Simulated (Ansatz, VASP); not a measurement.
One calculation of InO, two programs

The input INCAR:

```
SYSTEM = InO
ALGO     = Normal         ! electronic algorithm
EDIFF    = 1E-7           ! SCF threshold, eV
ENCUT    = 520            ! plane-wave cutoff, eV
GGA      = PS             ! functional
ISIF     = 2              ! what is computed and relaxed
ISMEAR   = 0              ! smearing method
IVDW     = 12             ! dispersion correction
LASPH    = .True.         ! aspherical terms in the spheres
LCHARG   = .False.        ! write CHGCAR
LREAL    = .False.        ! projectors in reciprocal space
LWAVE    = .False.        ! write WAVECAR
NBANDS   = 27             ! bands
NELM     = 80             ! most SCF steps
PREC     = Accurate       ! precision mode
SIGMA    = 0.05           ! smearing width, eV
```

File KPOINTS:

```
k-points
0
Gamma
  12 12 4
  0 0 0
```

The input POSCAR:

```
InO
1.0
    3.3751573176      0.0000000000      0.0000000000
   -1.6875786588      2.9229719788      0.0000000000
    0.0000000000      0.0000000000     15.7840544995
In O
2 2
Direct
    0.6666666667      0.3333333333      0.5886730781
    0.6666666667      0.3333333333      0.4113269219
    0.0000000000      0.0000000000      0.6398171659
    0.0000000000      0.0000000000      0.3601828341
```

Input for Ansatz:

```yaml
crystal:
  lattice:
    - [3.3751573176, 0.0, 0.0]
    - [-1.6875786588, 2.9229719788, 0.0]
    - [0.0, 0.0, 15.7840544995]
  atoms:
    - { symbol: In, position: [0.6666666667, 0.3333333333, 0.5886730781] }
    - { symbol: In, position: [0.6666666667, 0.3333333333, 0.4113269219] }
    - { symbol: O, position: [0.0, 0.0, 0.6398171659] }
    - { symbol: O, position: [0.0, 0.0, 0.3601828341] }
basis:
  ecutwfc: 420
kpoints:
  mp_grid: { grid: [12, 12, 4] }
hamiltonian:
  xc: pbesol
  dispersion: d3bj
scf:
  occupations: { method: gaussian, width: 0.05 }
output:
  forces: true
  stress: true
  eigenvalues: true
  write_density: true
  write_potential: true
  elf: true
  volumetric_format: npy
```

Alike in both runs: task single point; functional PBEsol; dispersion D3(BJ); k mesh 12 × 12 × 4; occupations gaussian, width 0.05 eV; no spin polarisation.

|  | VASP | Ansatz |
| --- | --- | --- |
| version | VASP 6.6.1 | Ansatz 0.2.0 |
| potentials or method | VASP PAW PBE potentials, release 64 (In_d, O), cutoff 520 eV | scalar-relativistic, plane waves, PAW |
| valence electrons in the cell | 38 | 38 |

```tsv
	VASP	Ansatz	Ansatz less VASP
gap on the k mesh at the Fermi level (eV)	0.50	0.51	+0.009
least direct gap on the mesh (eV)	1.27	1.28	+0.011
rms of the force components (eV/Å)	0.021	0.000	-0.0211
```

VASP's potentials were made for PBE, not for PBEsol. Atom by atom the forces differ by 0.021 eV/Å (rms over components). Ansatz's warnings: xc potential rough in thin density.
